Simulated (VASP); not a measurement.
# Fe (Im-3m) in VASP: further runs

Runs on Fe. Level: PBEsol. Tasks: single point.

Everything below comes from runs of VASP 6.6.1. Logs are shortened: lines on timing, memory, paths and dates and some standing lists are left out, and cuts for length are marked.

## Step 1: The cell of the first run

It takes space group Im-3m (No. 229, cubic). Conventional cell: a = 2.729 Å, b = 2.729 Å, c = 2.729 Å, α = 90.00°, β = 90.00°, γ = 90.00°. Fe (site symmetry m-3m) has 14 Fe at 2.36 to 2.73 Å within 3.1 Å.

## Step 2: Single point, PBEsol, collinear spin, ferromagnetic start (volume scaled by 0.94)

INCAR reads:

```
PREC     = Accurate       # precision mode
ENCUT    = 520            # plane-wave cutoff, eV
EDIFF    = 1E-6           # SCF threshold, eV
ISMEAR   = 0              # smearing method
SIGMA    = 0.1            # smearing width, eV
LREAL    = False          # projectors in reciprocal space
LASPH    = True           # aspherical terms in the spheres
NELM     = 150            # most SCF steps
ALGO     = Fast           # electronic algorithm
ISIF     = 2              # what is computed and relaxed
LWAVE    = False          # write WAVECAR
LCHARG   = True           # write CHGCAR
ISPIN    = 2              # spin polarisation
MAGMOM   = 2.32           # initial moments
LORBIT   = 11             # projections on sites
LMAXMIX  = 4              # l up to which the mixer works
GGA      = PS             # functional
LELF     = True           # ELF
LVHAR    = True         
NBANDS   = 14             # bands
```

KPOINTS reads:

```
regular mesh
0
Gamma
  20 20 20
```

POSCAR reads:

```
Fe
1.0
   -1.3644686682      1.3644686682      1.3644686682
    1.3644686682     -1.3644686682      1.3644686682
    1.3644686682      1.3644686682     -1.3644686682
Fe
1
Direct
    0.0000000000      0.0000000000      0.0000000000
```

Potentials or basis: VASP PAW PBE potentials, release 64 (Fe).

Launch:

```sh
$ cat potpaw_PBE.64/Fe/POTCAR > POTCAR
$ mpirun -np 1 vasp_std > vasp.out
```

OUTCAR:

```text
PREC = Accurate
   ENCUT = 520
   EDIFF = 1E-6
   ISMEAR = 0
   LREAL = False
   LASPH = True
   NELM = 150
   ISIF = 2
   ISPIN = 2
   LORBIT = 11
   GGA = PS

 ion  position               nearest neighbor table
   1  0.000  0.000  0.000-

  LATTYP: Found a body centered cubic cell.
 ALAT       =     2.7289373364

  Lattice vectors:

 A1 = (  -1.3644686682,   1.3644686682,   1.3644686682)
 A2 = (   1.3644686682,  -1.3644686682,   1.3644686682)
 A3 = (   1.3644686682,   1.3644686682,  -1.3644686682)

Analysis of symmetry for initial positions (statically):
=====================================================================
 Subroutine PRICEL returns:
 Original cell was already a primitive cell.

 Routine SETGRP: Setting up the symmetry group for a
 body centered cubic supercell.

 Subroutine GETGRP returns: Found 48 space group operations
 (whereof 48 operations were pure point group operations)
 out of a pool of 48 trial point group operations.

The static configuration has the point symmetry O_h .

Analysis of symmetry for dynamics (positions and initial velocities):
=====================================================================
 Subroutine PRICEL returns:
 Original cell was already a primitive cell.

 Routine SETGRP: Setting up the symmetry group for a
 body centered cubic supercell.

 Subroutine GETGRP returns: Found 48 space group operations
 (whereof 48 operations were pure point group operations)
 out of a pool of 48 trial point group operations.

The dynamic configuration has the point symmetry O_h .

Analysis of structural, dynamic, and magnetic symmetry:
=====================================================================
 Subroutine PRICEL returns:
 Original cell was already a primitive cell.

 Routine SETGRP: Setting up the symmetry group for a
 body centered cubic supercell.

 Subroutine GETGRP returns: Found 48 space group operations
 (whereof 48 operations were pure point group operations)
 out of a pool of 48 trial point group operations.

The overall configuration has the point symmetry O_h .

 Subroutine INISYM returns: Found 48 space group operations
 (whereof 48 operations are pure point group operations),
 and found     1 'primitive' translations

----------------------------------------------------------------------------------------

                                     Primitive cell

  volume of cell :      10.1613

  direct lattice vectors                    reciprocal lattice vectors
    -1.364468668  1.364468668  1.364468668     0.000000000  0.366443006  0.366443006
     1.364468668 -1.364468668  1.364468668     0.366443006  0.000000000  0.366443006
     1.364468668  1.364468668 -1.364468668     0.366443006  0.366443006  0.000000000

  length of vectors
     2.363329059  2.363329059  2.363329059     0.518228669  0.518228669  0.518228669

  position of ions in fractional coordinates (direct lattice)
     0.000000000  0.000000000  0.000000000

  ion indices of the primitive-cell ions
   primitive index   ion index
                 1           1

----------------------------------------------------------------------------------------

 KPOINTS: regular mesh

Automatic generation of k-mesh.
 Grid dimensions read from file:
 generate k-points for:   20   20   20

 Generating k-lattice:

  Cartesian coordinates                     Fractional coordinates (reciprocal lattice)
     0.000000000  0.018322150  0.018322150     0.050000000  0.000000000  0.000000000
     0.018322150  0.000000000  0.018322150     0.000000000  0.050000000  0.000000000
     0.018322150  0.018322150  0.000000000     0.000000000  0.000000000  0.050000000

  Length of vectors
     0.025911433  0.025911433  0.025911433

  Shift w.r.t. Gamma in fractional coordinates (k-lattice)
     0.000000000  0.000000000  0.000000000

 Subroutine IBZKPT returns following result:
 ===========================================

 Found    256 irreducible k-points:

 Following reciprocal coordinates:
            Coordinates               Weight
  0.000000  0.000000  0.000000      1.000000
  0.050000  0.000000  0.000000     12.000000
  0.100000  0.000000  0.000000     12.000000
  0.150000  0.000000  0.000000     12.000000
  0.200000  0.000000  0.000000     12.000000
  0.250000  0.000000  0.000000     12.000000
[... 16 lines left out ...]
  0.200000  0.100000  0.000000     48.000000
  0.250000  0.100000 -0.000000     48.000000
 [... further k-points ...]
   k-points           NKPTS =    256   k-points in BZ     NKDIM =    256   number of bands    NBANDS=     14
   number of dos      NEDOS =    301   number of ions     NIONS =      1
   total plane-waves  NPLWV =   5832
   dimension x,y,z NGX =    18 NGY =   18 NGZ =   18
   dimension x,y,z NGXF=    36 NGYF=   36 NGZF=   36
   ions per type =               1
   NGX,Y,Z   is equivalent  to a cutoff of  12.66, 12.66, 12.66 a.u.
   NGXF,Y,Z  is equivalent  to a cutoff of  25.32, 25.32, 25.32 a.u.
 SYSTEM =  unknown system
   PREC   = accura    normal or accurate (medium, high low for compatibility)
   ISTART =      0    job   : 0-new  1-cont  2-samecut
   ICHARG =      2    charge: 1-file 2-atom 10-const
   ISPIN  =      2    spin polarized calculation?
   LNONCOLLINEAR =      F non collinear calculations
   LSORBIT =      F    spin-orbit coupling
   LASPH  =      T    aspherical Exc in radial PAW
   ENCUT  =  520.0 eV  38.22 Ry    6.18 a.u.   4.39  4.39  4.39*2*pi/ulx,y,z
   NELM   =    150;   NELMIN=  2; NELMDL= -5     # of ELM steps
   EDIFF  = 0.1E-05   stopping-criterion for ELM
   LREAL  =      F    real-space projection
   EDIFFG = 0.1E-04   stopping-criterion for IOM
   NSW    =      0    number of steps for IOM
   IBRION =     -1    ionic relax: 0-MD 1-quasi-New 2-CG
   NFREE  =      0    steps in history (QN), initial steepest desc. (CG)
   ISIF   =      2    stress and relaxation
   ISYM   =      2    0-nonsym 1-usesym 2-fastsym
   POTIM  = 0.5000    time-step for ionic-motion
   TEBEG  =    0.0;   TEEND  =   0.0 temperature during run
   PSTRESS=    0.0 pullay stress
   NELECT =       8.0000    total number of electrons
   NUPDOWN=      -1.0000    fix difference up-down
   EMIN   =  10.00;   EMAX   =-10.00  energy-range for DOS
   EFERMI =   0.00;   METHOD = LEGACY
   ISMEAR =     0;   SIGMA  =   0.10  broadening in eV -4-tet -1-fermi 0-gaus
   EFERMI_NEDOS =   21; number of points for ismear=-14 and -15
   IALGO  =     68    algorithm
   IMIX   =      4    mixing-type and parameters
     AMIX     =   0.40;   BMIX     =  1.00
     AMIX_MAG =   1.60;   BMIX_MAG =  1.00
  volume/ion in A,a.u.               =      10.16        68.57
  Fermi-wavevector in a.u.,A,eV,Ry     =   1.511662  2.856626 31.090958  2.285121
  Thomas-Fermi vector in A             =   2.621689
   LORBIT       =     11    0 simple, 1 ext, 2 COOP (PROOUT), +10 PAW based schemes
   GGA     = PS    functional components
   LHFCALC =     F    Hartree Fock is set to
   AEXX    =    0.0000 exact exchange contribution
   IVDW    =     0    specifies the selected vdW correction
   LEPSILON=     F    determine dielectric tensor
   LRPA    =     F    only Hartree local field effects (RPA)
 spin polarized calculation
 RMM-DIIS sequential band-by-band and
 Gauss-broadening in eV      SIGMA  =   0.10
  energy-cutoff  :      520.00
  volume of cell :       10.16
 maximum number of plane-waves:       282
 NGX is ok and might be reduce to    18
   NGX =  9   NGY =  9   NGZ =  9

 number of electron       7.9999992 magnetization       2.0182041

 Free energy of the ion-electron system (eV)
  ---------------------------------------------------
  ext. energy  EPLUGINS =         0.00000000
  ---------------------------------------------------
  free energy    TOTEN  =        -8.89025365 eV

  energy without entropy =       -8.88601388  energy(sigma->0) =       -8.88813377

 E-fermi :   6.9379     XC(G=0): -13.9255

 val. band max:        6.9373469619   @ k =  -0.1500   0.2000   0.1000
 cond. band min:       6.9410516810   @ k =  -0.2500   0.3000   0.1500
 fundamental gap:      0.0037047191
 Fermi energy:         6.9378743615

 spin component 1

 k-point     1 :       0.0000    0.0000    0.0000
  band No.  band energies     occupation
      1      -2.3157      1.00000
      2       4.3535      1.00000
      3       4.3535      1.00000
      4       4.3535      1.00000
      5       5.8616      1.00000
      6       5.8616      1.00000
      7      32.9023      0.00000
      8      32.9023      0.00000
      9      32.9023      0.00000
     10      38.7797      0.00000
     11      38.7797      0.00000
     12      41.7480      0.00000
     13      41.7480      0.00000
     14      41.7480      0.00000
[... 375 lines left out ...]
 k-point    24 :       0.2500    0.1000   -0.0000
  band No.  band energies     occupation
      1       1.0406      1.00000
      2       3.4874      1.00000
      3       4.0323      1.00000
      4       5.6379      1.00000
      5       6.1049      1.00000
      6       6.7365      0.99780
      7      21.7308      0.00000
      8      26.2555      0.00000
      9      30.3106      0.00000
     10      33.5012      0.00000
     11      38.5316      0.00000
     12      40.0170      0.00000
     13      45.8739      0.00000
     14      48.2670      0.00000

 [... further k-points ...]

 spin component 2

 k-point     1 :       0.0000    0.0000    0.0000
  band No.  band energies     occupation
      1      -2.0287      1.00000
      2       6.0970      1.00000
      3       6.0971      1.00000
      4       6.0971      1.00000
      5       8.3548      0.00000
      6       8.3549      0.00000
      7      32.8683      0.00000
      8      32.8683      0.00000
      9      32.8683      0.00000
     10      39.1378      0.00000
     11      39.1378      0.00000
     12      42.4684      0.00000
     13      42.4684      0.00000
     14      42.4684      0.00000
[... 375 lines left out ...]
 k-point    24 :       0.2500    0.1000   -0.0000
  band No.  band energies     occupation
      1       1.5859      1.00000
      2       5.0976      1.00000
      3       5.4968      1.00000
      4       7.9139      0.00000
      5       8.4826      0.00000
      6       8.6975      0.00000
      7      22.5543      0.00000
      8      26.7405      0.00000
      9      30.9329      0.00000
     10      33.8740      0.00000
     11      39.0895      0.00000
     12      40.4701      0.00000
     13      46.2227      0.00000
     14      48.8207      0.00000

 [... further k-points ...]
[... 5 lines left out ...]
  --------------------------------------------------------------------------------------
  -------------------------------------------------------------------------------------
  Total        1.0451465      1.0451465      1.0451465      0.0000000      0.0000000     -0.0000000
  in kB      164.7923579    164.7923579    164.7923579      0.0000000      0.0000000     -0.0000000
  external PRESSURE =     164.7923579 kB  Pullay stress =       0.0000000 kB

 VOLUME and BASIS-vectors are now :
 -----------------------------------------------------------------------------
  energy-cutoff  :      520.00
  volume of cell :       10.16
      direct lattice vectors                 reciprocal lattice vectors
    -1.364468668  1.364468668  1.364468668     0.000000000  0.366443006  0.366443006
     1.364468668 -1.364468668  1.364468668     0.366443006  0.000000000  0.366443006
     1.364468668  1.364468668 -1.364468668     0.366443006  0.366443006  0.000000000

 POSITION                                       TOTAL-FORCE (eV/Angst)
 -----------------------------------------------------------------------------------
      0.00000      0.00000      0.00000         0.000000     -0.000000      0.000000
 -----------------------------------------------------------------------------------
    total drift:                                0.000000      0.000000      0.000000

  FREE ENERGIE OF THE ION-ELECTRON SYSTEM (eV)
  ---------------------------------------------------
  free  energy   TOTEN  =        -8.8902536463 eV

  energy  without entropy=       -8.8860138845  energy(sigma->0) =       -8.88813377

 total charge

# of ion       s       p       d       tot
------------------------------------------
    1        0.542   0.653   6.337   7.532

 magnetization (x)

# of ion       s       p       d       tot
------------------------------------------
    1       -0.011  -0.047   2.048   1.990
```

Wall time 50 s (1 thread of Intel Xeon 6975P-C, shared host); peak memory 0.17 GiB.

Results:

- Free energy: -8.8903 eV
- Pressure: 16.5 GPa
- Band gap on the k mesh: zero (filled and empty bands overlap)
- Net moment: 2.02 μB per cell
- Site moments: Fe +1.99 μB
- Valence electrons inside the program's atomic spheres: Fe 7.53

Caveat: the cell differs from its parent crystal (volume scaled by 0.94); the PAW data sets were made with another functional, which shifts forces and pressure a little.

## Step 3: Single point, PBEsol, collinear spin, ferromagnetic start (volume scaled by 0.97)

INCAR reads:

```
PREC = Accurate
ENCUT = 520
EDIFF = 1E-7
ISMEAR = 0
SIGMA = 0.1
LREAL = F
LASPH = T
NELM = 150
ALGO = Normal
ISIF = 2
LWAVE = F
LCHARG = F
ISPIN = 2
MAGMOM = 2.32
LORBIT = 11
LMAXMIX = 4
GGA = PS
NBANDS = 14
```

KPOINTS reads:

```
Automatic mesh
0
Gamma
  20 20 20
```

POSCAR reads:

```
Fe
1.0
   -1.3788325519      1.3788325519      1.3788325519
    1.3788325519     -1.3788325519      1.3788325519
    1.3788325519      1.3788325519     -1.3788325519
Fe
1
Direct
    0.0000000000      0.0000000000      0.0000000000
```

Potentials or basis: VASP PAW PBE potentials, release 64 (Fe).

Launch:

```sh
$ cat potpaw_PBE.64/Fe/POTCAR > POTCAR
$ mpirun -np 1 vasp_std > vasp.out
```

Wall time 48 s (1 thread of Intel Xeon 6975P-C, shared host); peak memory 0.18 GiB.

It converged, with:

| Property | Result |
| --- | --- |
| Free energy | -8.9143 eV |
| Pressure | 7.5 GPa |
| Net moment | 2.06 μB per cell |
| Site moments | Fe +2.03 μB |
| Valence electrons inside the program's atomic spheres | Fe 7.45 |

Levels at points of the mesh, in eV from the Fermi level:
Spin up:
```
           k point  band 3  band 4  band 5  band 6  band 7  band 8
(0.00, 0.00, 0.00)   -2.50   -2.50   -1.07   -1.07   25.68   25.68
(0.50, 0.00, 0.00)   -1.00   -0.84    0.38    0.56    8.05   18.93
(0.50, 0.50, 0.50)    0.25    0.25    0.25   10.40   10.40   10.40
```
Spin down:
```
           k point  band 1  band 2  band 3  band 4  band 5  band 6  band 7  band 8
(0.00, 0.00, 0.00)   -8.76   -0.71   -0.71   -0.71    1.47    1.47   25.63   25.63
(0.50, 0.00, 0.00)   -4.21   -2.14    0.63    1.34    1.76    2.64    9.39   19.10
(0.50, 0.50, 0.50)   -3.69   -3.69    2.30    2.30    2.30   10.76   10.76   10.76
```

Caveat: the cell differs from its parent crystal (volume scaled by 0.97); the PAW data sets were made with another functional, which shifts forces and pressure a little.

## Step 4: Single point, PBEsol, collinear spin, ferromagnetic start

This run uses another cell than the first one, of 10.81 Å³/atom, 1.064 times its volume.

INCAR reads:

```
SYSTEM = Fe
PREC = Accurate
ENCUT = 520
EDIFF = 1E-6
ISMEAR = 0
SIGMA = 0.1
LREAL = .FALSE.
LASPH = .TRUE.
NELM = 150
ALGO = Normal
ISIF = 2
LWAVE = .FALSE.
LCHARG = .FALSE.
ISPIN = 2
MAGMOM = 2.37
LORBIT = 11
LMAXMIX = 4
GGA = PS
NBANDS = 14
```

KPOINTS reads:

```
regular mesh
0
G
  20 20 20
  0 0 0
```

POSCAR reads:

```
Fe
1.0
   -1.3929032436      1.3929032436      1.3929032436
    1.3929032436     -1.3929032436      1.3929032436
    1.3929032436      1.3929032436     -1.3929032436
Fe
1
Direct
    0.0000000000      0.0000000000      0.0000000000
```

Launch:

```sh
$ cat potpaw_PBE.64/Fe/POTCAR > POTCAR
$ mpirun -np 1 vasp_std > vasp.out
```

It took 46 s on 1 thread of Intel Xeon 6975P-C, shared host; peak memory 0.18 GiB.

The run converged. Its results:

```
Free energy                                           : -8.9215 eV
Pressure                                              : -0.1 GPa
Net moment                                            : 2.09 μB per cell
Site moments                                          : Fe +2.07 μB
Valence electrons inside the program's atomic spheres : Fe 7.38
```

Levels at points of the mesh, in eV from the Fermi level:
Spin up:
| k point | band 1 | band 2 | band 3 | band 4 | band 5 | band 6 | band 7 | band 8 | band 9 | band 10 |
| --- | --- | --- | --- | --- | --- | --- | --- | --- | --- | --- |
| (0.00, 0.00, 0.00) | -8.83 | -2.41 | -2.41 | -2.41 | -1.06 | -1.06 | 25.40 | 25.40 | 25.40 | 30.83 |
| (0.50, 0.00, 0.00) | -5.24 | -3.60 | -0.99 | -0.84 | 0.41 | 0.51 | 7.77 | 18.69 | 20.92 | 24.15 |
| (0.50, 0.50, 0.50) | -5.16 | -5.16 | 0.21 | 0.21 | 0.21 | 10.19 | 10.19 | 10.19 | 16.12 | 16.12 |
Spin down:
```tsv
k point	band 1	band 2	band 3	band 4	band 5	band 6	band 7
(0.00, 0.00, 0.00)	-8.56	-0.60	-0.60	-0.60	1.51	1.51	25.33
(0.50, 0.00, 0.00)	-3.99	-1.96	0.64	1.39	1.79	2.62	9.12
(0.50, 0.50, 0.50)	-3.45	-3.45	2.29	2.29	2.29	10.54	10.54
```

Caveat: the PAW data sets were made with another functional, which shifts forces and pressure a little.

## Step 5: Single point, PBEsol, collinear spin, ferromagnetic start

This run uses another cell than the first one, of 10.81 Å³/atom, 1.064 times its volume.

INCAR reads:

```
PREC = Accurate ; ENCUT = 520
EDIFF = 1E-6 ; ISMEAR = 0
SIGMA = 0.1 ; LREAL = F
LASPH = T ; NELM = 150
ALGO = Normal ; ISIF = 2
LWAVE = F ; LCHARG = F
ISPIN = 2 ; MAGMOM = 2.32
LORBIT = 11 ; LMAXMIX = 4
GGA = PS ; NBANDS = 14
```

KPOINTS reads:

```
Automatic mesh
0
Gamma
  20 20 20
```

POSCAR is that of step 4.

Launch:

```sh
$ cat potpaw_PBE.64/Fe/POTCAR > POTCAR
$ mpirun -np 1 vasp_std > vasp.out
```

Wall time 46 s (1 thread of Intel Xeon 6975P-C, shared host); peak memory 0.17 GiB.

Results (log left out):

```
Free energy                                           : -8.9215 eV
Pressure                                              : -0.1 GPa
Net moment                                            : 2.09 μB per cell
Site moments                                          : Fe +2.07 μB
Valence electrons inside the program's atomic spheres : Fe 7.38
```

Levels at points of the mesh, in eV from the Fermi level:
Spin up:
```
           k point  band 1  band 2  band 3  band 4  band 5  band 6  band 7  band 8  band 9  band 10
(0.00, 0.00, 0.00)   -8.83   -2.41   -2.41   -2.41   -1.06   -1.06   25.40   25.40   25.40    30.83
(0.50, 0.00, 0.00)   -5.24   -3.60   -0.99   -0.84    0.41    0.51    7.77   18.69   20.92    24.15
(0.50, 0.50, 0.50)   -5.16   -5.16    0.21    0.21    0.21   10.19   10.19   10.19   16.12    16.12
```
Spin down:
```csv
k point,band 1,band 2,band 3,band 4,band 5,band 6,band 7
"(0.00, 0.00, 0.00)",-8.56,-0.60,-0.60,-0.60,1.51,1.51,25.33
"(0.50, 0.00, 0.00)",-3.99,-1.96,0.64,1.39,1.79,2.62,9.12
"(0.50, 0.50, 0.50)",-3.45,-3.45,2.29,2.29,2.29,10.54,10.54
```

Caveat: the PAW data sets were made with another functional, which shifts forces and pressure a little.

(Part 1 of 2 ends here.)
